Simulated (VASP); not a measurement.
Here is a VASP 6.6.1 calculation.

Contents of POSCAR:

```
SnSe
1.0
    4.2853274191      0.0000000000      0.0000000000
    0.0000000000      4.2853274191      0.0000000000
    0.0000000000      0.0000000000     10.9906921300
Sn Se
2 2
Direct
    0.0000000000      0.5000000000      0.6277708900
    0.5000000000      0.0000000000      0.3722291100
    0.0000000000      0.5000000000      0.3839605100
    0.5000000000      0.0000000000      0.6160394900
```

The input INCAR.step1:

```
ALGO     = Normal         # electronic algorithm
EDIFF    = 1E-5           # SCF threshold, eV
ENCUT    = 520            # plane-wave cutoff, eV
GGA      = PE             # functional
ISIF     = 2              # what is computed and relaxed
ISMEAR   = -1             # smearing method
LASPH    = True           # aspherical terms in the spheres
LCHARG   = False          # write CHGCAR
LREAL    = False          # projectors in reciprocal space
LWAVE    = True           # write WAVECAR
NBANDS   = 28             # bands
NELM     = 80             # most SCF steps
PREC     = Accurate       # precision mode
SIGMA    = 0.05           # smearing width, eV
```

INCAR.step2

```
AEXX     = 0.25           # exact-exchange fraction
ALGO     = Normal         # electronic algorithm
EDIFF    = 1E-6           # SCF threshold, eV
ENCUT    = 520            # plane-wave cutoff, eV
GGA      = PE             # functional
HFSCREEN = 0.2            # screening, 1/A
ISIF     = 2              # what is computed and relaxed
ISMEAR   = -1             # smearing method
ISTART   = 1            
LASPH    = True           # aspherical terms in the spheres
LCHARG   = False          # write CHGCAR
LHFCALC  = True           # exact exchange
LREAL    = False          # projectors in reciprocal space
LWAVE    = False          # write WAVECAR
NBANDS   = 28             # bands
NELM     = 80             # most SCF steps
PREC     = Accurate       # precision mode
PRECFOCK = Normal       
SIGMA    = 0.05           # smearing width, eV
```

The input KPOINTS:

```
k-points
0
Gamma
  3 3 2
```

Potentials or basis: VASP PAW PBE potentials, release 64 (Sn_d, Se).

The run is started by

```bash
$ cat potpaw_PBE.64/Sn_d/POTCAR potpaw_PBE.64/Se/POTCAR > POTCAR
$ cp INCAR.step1 INCAR
$ mpirun -np 1 vasp_std > vasp.out
$ cp INCAR.step2 INCAR
$ mpirun -np 1 vasp_std > vasp.out
```

Task: Estimate the largest force.

Result: 0.365 eV/Å.

Task: Predict the band gap on the k mesh.

Result: 2.03 eV, direct.

Forces in eV/Å, atoms in the order of the input:
```
Sn   0.000  0.000  0.031
Sn   0.000  0.000 -0.031
Se   0.000  0.000 -0.365
Se   0.000  0.000  0.365
```

Caveat: the k points lie up to 0.49 Å⁻¹ apart; the PAW data sets were made with another functional, which shifts forces and pressure a little; spin-orbit coupling is left out, which moves the levels of the heavy elements.
